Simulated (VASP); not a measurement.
# KI (P6_3/mmc) in VASP: relaxation of cell and atoms with PBEsol

Aim: the relaxation of cell and atoms of KI with PBEsol.

All numbers are computed with VASP 6.6.1; they aren't measurements. Logs are shortened: lines on timing, memory, paths and dates and some standing lists are left out, and cuts for length are marked.

## Step 1: The cell of the first run

The structure is hexagonal, space group P6_3/mmc (No. 194). The conventional cell has a = 4.910 Å, b = 4.910 Å, c = 8.003 Å, α = 90.00°, β = 90.00°, γ = 120.00°. Within 4.6 Å of K (site symmetry -3m) lie 6 I at 3.47 Å and 2 K at 4.00 Å. Within 4.6 Å of I (site symmetry -6m2) lie 6 K at 3.47 Å.

## Step 2: Relaxation of cell and atoms, PBEsol

Contents of INCAR:

```
  PREC = Accurate
  ENCUT = 600
  EDIFF = 1E-6
  ISMEAR = -1
  SIGMA = 0.03
  LREAL = F
  LASPH = T
  NELM = 80
  ALGO = Normal
  ISIF = 3
  LWAVE = F
  LCHARG = F
  GGA = PS
  IBRION = 2
  NSW = 100
  EDIFFG = -0.01
```

Contents of KPOINTS:

```
Automatic mesh
0
Gamma
  6 6 4
```

Contents of POSCAR:

```
KI
1.0
    4.9099132800      0.0000000000      0.0000000000
   -2.4549566400      4.2521096309      0.0000000000
    0.0000000000      0.0000000000      8.0031586464
K I
2 2
Direct
    0.0000000000      0.0000000000      0.0000000000
    0.0000000000      0.0000000000      0.5000000000
    0.3333333333      0.6666666667      0.2500000000
    0.6666666667      0.3333333333      0.7500000000
```

Potentials or basis: VASP PAW PBE potentials, release 64 (K_sv, I).

Launch:

```
> cat potpaw_PBE.64/K_sv/POTCAR potpaw_PBE.64/I/POTCAR > POTCAR
> mpirun -np 1 vasp_std > vasp.out
```

OUTCAR:

```text
PREC = Accurate
   ENCUT = 600
   EDIFF = 1E-6
   ISMEAR = -1
   LREAL = F
   LASPH = T
   NELM = 80
   ISIF = 3
   GGA = PS
   IBRION = 2
   NSW = 100
   EDIFFG = -0.01

 ion  position               nearest neighbor table
   1  0.000  0.000  0.000-   3 3.47   4 3.47   4 3.47   3 3.47   4 3.47   3 3.47
   2  0.000  0.000  0.500-   3 3.47   4 3.47   4 3.47   3 3.47   4 3.47   3 3.47
   3  0.333  0.667  0.250-   1 3.47   2 3.47   1 3.47   2 3.47   1 3.47   2 3.47
   4  0.667  0.333  0.750-   1 3.47   2 3.47   1 3.47   2 3.47   1 3.47   2 3.47

  LATTYP: Found a hexagonal cell.
 ALAT       =     4.9099132800
 C/A-ratio  =     1.6300000000

  Lattice vectors:

 A1 = (   4.9099132800,   0.0000000000,   0.0000000000)
 A2 = (  -2.4549566400,   4.2521096309,   0.0000000000)
 A3 = (   0.0000000000,   0.0000000000,   8.0031586464)

Analysis of symmetry for initial positions (statically):
=====================================================================
 Subroutine PRICEL returns:
 Original cell was already a primitive cell.

 Routine SETGRP: Setting up the symmetry group for a
 hexagonal supercell.

 Subroutine GETGRP returns: Found 24 space group operations
 (whereof 12 operations were pure point group operations)
 out of a pool of 24 trial point group operations.

The static configuration has the point symmetry D_3d.
 The point group associated with its full space group is D_6h.

Analysis of symmetry for dynamics (positions and initial velocities):
=====================================================================
 Subroutine PRICEL returns:
 Original cell was already a primitive cell.

 Routine SETGRP: Setting up the symmetry group for a
 hexagonal supercell.

 Subroutine GETGRP returns: Found 24 space group operations
 (whereof 12 operations were pure point group operations)
 out of a pool of 24 trial point group operations.

The dynamic configuration has the point symmetry D_3d.
 The point group associated with its full space group is D_6h.

 Subroutine INISYM returns: Found 24 space group operations
 (whereof 12 operations are pure point group operations),
 and found     1 'primitive' translations

----------------------------------------------------------------------------------------

                                     Primitive cell

  volume of cell :     167.0859

  direct lattice vectors                    reciprocal lattice vectors
     4.909913280  0.000000000  0.000000000     0.203669585  0.117588690  0.000000000
    -2.454956640  4.252109631  0.000000000     0.000000000  0.235177379  0.000000000
     0.000000000  0.000000000  8.003158646     0.000000000  0.000000000  0.124950666

  length of vectors
     4.909913280  4.909913280  8.003158646     0.235177379  0.235177379  0.124950666

  position of ions in fractional coordinates (direct lattice)
     0.000000000  0.000000000  0.000000000
     0.000000000  0.000000000  0.500000000
     0.333333333  0.666666667  0.250000000
     0.666666667  0.333333333  0.750000000

  ion indices of the primitive-cell ions
   primitive index   ion index
                 1           1
                 2           2
                 3           3
                 4           4

----------------------------------------------------------------------------------------

 KPOINTS: Automatic mesh

Automatic generation of k-mesh.
 Grid dimensions read from file:
 generate k-points for:    6    6    4

 Generating k-lattice:

  Cartesian coordinates                     Fractional coordinates (reciprocal lattice)
     0.033944931  0.019598115  0.000000000     0.166666667 -0.000000000  0.000000000
     0.000000000  0.039196230  0.000000000     0.000000000  0.166666667  0.000000000
     0.000000000  0.000000000  0.031237666     0.000000000  0.000000000  0.250000000

  Length of vectors
     0.039196230  0.039196230  0.031237666

  Shift w.r.t. Gamma in fractional coordinates (k-lattice)
     0.000000000  0.000000000  0.000000000

 Subroutine IBZKPT returns following result:
 ===========================================

 Found     21 irreducible k-points:

 Following reciprocal coordinates:
            Coordinates               Weight
  0.000000  0.000000  0.000000      1.000000
  0.166667  0.000000  0.000000      6.000000
  0.333333  0.000000  0.000000      6.000000
  0.500000  0.000000  0.000000      3.000000
  0.166667  0.166667  0.000000      6.000000
  0.333333  0.166667  0.000000     12.000000
[... 13 lines left out ...]
  0.333333  0.166667  0.500000     12.000000
  0.333333  0.333333  0.500000      2.000000
   k-points           NKPTS =     21   k-points in BZ     NKDIM =     21   number of bands    NBANDS=     20
   number of dos      NEDOS =    301   number of ions     NIONS =      4
   total plane-waves  NPLWV = 102400
   dimension x,y,z NGX =    40 NGY =   40 NGZ =   64
   dimension x,y,z NGXF=    80 NGYF=   80 NGZF=  128
   ions per type =               2   2
   NGX,Y,Z   is equivalent  to a cutoff of  13.54, 13.54, 13.29 a.u.
   NGXF,Y,Z  is equivalent  to a cutoff of  27.09, 27.09, 26.59 a.u.
 SYSTEM =  unknown system
   PREC   = accura    normal or accurate (medium, high low for compatibility)
   ISTART =      0    job   : 0-new  1-cont  2-samecut
   ICHARG =      2    charge: 1-file 2-atom 10-const
   ISPIN  =      1    spin polarized calculation?
   LNONCOLLINEAR =      F non collinear calculations
   LSORBIT =      F    spin-orbit coupling
   LASPH  =      T    aspherical Exc in radial PAW
   ENCUT  =  600.0 eV  44.10 Ry    6.64 a.u.   9.81  9.81 15.98*2*pi/ulx,y,z
   NELM   =     80;   NELMIN=  2; NELMDL= -5     # of ELM steps
   EDIFF  = 0.1E-05   stopping-criterion for ELM
   LREAL  =      F    real-space projection
   EDIFFG = -.1E-01   stopping-criterion for IOM
   NSW    =    100    number of steps for IOM
   IBRION =      2    ionic relax: 0-MD 1-quasi-New 2-CG
   NFREE  =      1    steps in history (QN), initial steepest desc. (CG)
   ISIF   =      3    stress and relaxation
   ISYM   =      2    0-nonsym 1-usesym 2-fastsym
   POTIM  = 0.5000    time-step for ionic-motion
   TEBEG  =    0.0;   TEEND  =   0.0 temperature during run
   PSTRESS=    0.0 pullay stress
   NELECT =      32.0000    total number of electrons
   NUPDOWN=      -1.0000    fix difference up-down
   EMIN   =  10.00;   EMAX   =-10.00  energy-range for DOS
   EFERMI =   0.00;   METHOD = LEGACY
   ISMEAR =    -1;   SIGMA  =   0.03  broadening in eV -4-tet -1-fermi 0-gaus
   EFERMI_NEDOS =   21; number of points for ismear=-14 and -15
   IALGO  =     38    algorithm
   IMIX   =      4    mixing-type and parameters
     AMIX     =   0.40;   BMIX     =  1.00
     AMIX_MAG =   1.60;   BMIX_MAG =  1.00
  volume/ion in A,a.u.               =      41.77       281.89
  Fermi-wavevector in a.u.,A,eV,Ry     =   0.943651  1.783243 12.115688  0.890478
  Thomas-Fermi vector in A             =   2.071380
   LORBIT       =      0    0 simple, 1 ext, 2 COOP (PROOUT), +10 PAW based schemes
   GGA     = PS    functional components
   LHFCALC =     F    Hartree Fock is set to
   AEXX    =    0.0000 exact exchange contribution
   IVDW    =     0    specifies the selected vdW correction
   LEPSILON=     F    determine dielectric tensor
   LRPA    =     F    only Hartree local field effects (RPA)
 conjugate gradient relaxation of ions
 non-spin polarized calculation
  energy-cutoff  :      600.00
  volume of cell :      167.09
 maximum number of plane-waves:      5599
 NGX is ok and might be reduce to    40
   NGX = 19   NGY = 19   NGZ = 31

--------------------------------------- Ionic step        1  -------------------------------------------

 number of electron      31.9999999 magnetization

 Free energy of the ion-electron system (eV)
  ---------------------------------------------------
  ext. energy  EPLUGINS =         0.00000000
  ---------------------------------------------------
  free energy    TOTEN  =       -11.52048678 eV

  energy without entropy =      -11.52048678  energy(sigma->0) =      -11.52048678

------------------------ aborting loop because EDIFF is reached ----------------------------------------

  FORCE on cell =-STRESS in cart. coord.  units (eV):
  Direction    XX          YY          ZZ          XY          YZ          ZX
  --------------------------------------------------------------------------------------
  -------------------------------------------------------------------------------------
  Total        0.2019293      0.2019293      1.2301799      0.0000000     -0.0000000      0.0000000
  in kB        1.9362895      1.9362895     11.7961285      0.0000000     -0.0000000      0.0000000
  external PRESSURE =       5.2229025 kB  Pullay stress =       0.0000000 kB

 VOLUME and BASIS-vectors are now :
 -----------------------------------------------------------------------------
  energy-cutoff  :      600.00
  volume of cell :      167.09
      direct lattice vectors                 reciprocal lattice vectors
     4.909913280  0.000000000  0.000000000     0.203669585  0.117588690  0.000000000
    -2.454956640  4.252109631  0.000000000     0.000000000  0.235177379  0.000000000
     0.000000000  0.000000000  8.003158646     0.000000000  0.000000000  0.124950666
[... 229 lines left out ...]
 POSITION                                       TOTAL-FORCE (eV/Angst)
 -----------------------------------------------------------------------------------
     -2.42319      4.19709     -0.00000        -0.000000      0.000000      0.000000
      0.00000     -0.00000      4.26727         0.000000      0.000000      0.000000
     -0.00000      2.79806      2.13363        -0.000000     -0.000000     -0.000000
      2.42319      1.39903      6.40090         0.000000      0.000000     -0.000000
 -----------------------------------------------------------------------------------
    total drift:                                0.000000      0.000000     -0.000000

  FREE ENERGIE OF THE ION-ELECTRON SYSTEM (eV)
  ---------------------------------------------------
  free  energy   TOTEN  =       -11.5565774091 eV

  energy  without entropy=      -11.5565774091  energy(sigma->0) =      -11.55657741

--------------------------------------- Ionic step        8  -------------------------------------------

 number of electron      31.9999999 magnetization

 Free energy of the ion-electron system (eV)
  ---------------------------------------------------
  ext. energy  EPLUGINS =         0.00000000
  ---------------------------------------------------
  free energy    TOTEN  =       -11.55666468 eV

  energy without entropy =      -11.55666468  energy(sigma->0) =      -11.55666468

 E-fermi :   0.3818     XC(G=0):  -7.4111

 val. band max:       -0.3278896528   @ k =   0.0000   0.0000   0.0000
 cond. band min:       3.4426004915   @ k =   0.0000   0.0000   0.0000
 fundamental gap:      3.7704901443
 Fermi energy:         0.3818008215

 k-point     1 :       0.0000    0.0000    0.0000
  band No.  band energies     occupation
      1     -28.7602      2.00000
      2     -28.7545      2.00000
      3     -12.5337      2.00000
      4     -12.3167      2.00000
      5     -12.3167      2.00000
      6     -12.3021      2.00000
[... 12 lines left out ...]
     19       5.2259      0.00000
     20       6.3055      0.00000
[... 480 lines left out ...]
 POSITION                                       TOTAL-FORCE (eV/Angst)
 -----------------------------------------------------------------------------------
      0.00000      0.00000      0.00000        -0.000000     -0.000000      0.000000
      0.00000     -0.00000      4.25935        -0.000000     -0.000000      0.000000
     -0.00000      2.79686      2.12967        -0.000000      0.000000     -0.000000
      2.42215      1.39843      6.38902         0.000000     -0.000000      0.000000
 -----------------------------------------------------------------------------------
    total drift:                                0.000000     -0.000000     -0.000000

  FREE ENERGIE OF THE ION-ELECTRON SYSTEM (eV)
  ---------------------------------------------------
  free  energy   TOTEN  =       -11.5566646772 eV

  energy  without entropy=      -11.5566646772  energy(sigma->0) =      -11.55666468

 reached required accuracy - stopping structural energy minimisation
```

Wall time 6.1 min (1 thread of Intel Xeon Platinum 8488C (Sapphire Rapids), shared host); peak memory 0.36 GiB.

What came out:

```
Free energy                           : -11.5567 eV
Relaxed volume                        : 43.28 Å³/atom
Relaxed cell                          : a = 4.844 Å, b = 4.844 Å, c = 8.519 Å, α = 90.00°, β = 90.00°, γ = 120.00°
Space group after relaxing (to 0.1 Å) : P6_3/mmc (No. 194)
Energy gained by relaxing             : 9.0 meV/atom
Ionic steps                           : 8
Pressure after relaxing               : 0.0 GPa
Band gap on the k mesh                : 3.77 eV
```

The path:
| step | energy change (eV) | largest force (eV/Å) | pressure (GPa) | volume (Å³) |
| --- | --- | --- | --- | --- |
| 1 | 0.0000 | 0.0000 | 0.52 | 167.09 |
| 2 | -0.0156 | 0.0000 | 0.24 | 170.39 |
| 3 | -0.0225 | 0.0000 | -0.44 | 180.47 |
| 4 | -0.0265 | 0.0000 | -0.22 | 176.78 |
| 5 | -0.0315 | 0.0000 | -0.16 | 175.82 |
| 6 | -0.0360 | 0.0000 | -0.06 | 173.86 |
| 7 | -0.0361 | 0.0000 | -0.04 | 173.60 |
| 8 | -0.0362 | 0.0000 | -0.01 | 173.13 |

Final structure:
```xyz
4
Lattice="4.8443 0.0000 0.0000 -2.4221 4.1953 0.0000 0.0000 0.0000 8.5187" Properties=species:S:1:pos:R:3 pbc="T T T"
K     0.0000    0.0000    0.0000
K     0.0000    0.0000    4.2593
I     0.0000    2.7969    2.1297
I     2.4221    1.3984    6.3890
```

Caveat: the PAW data sets were made with another functional, which shifts forces and pressure a little; spin-orbit coupling is left out, which moves the levels of the heavy elements. A k mesh can miss the band edges.
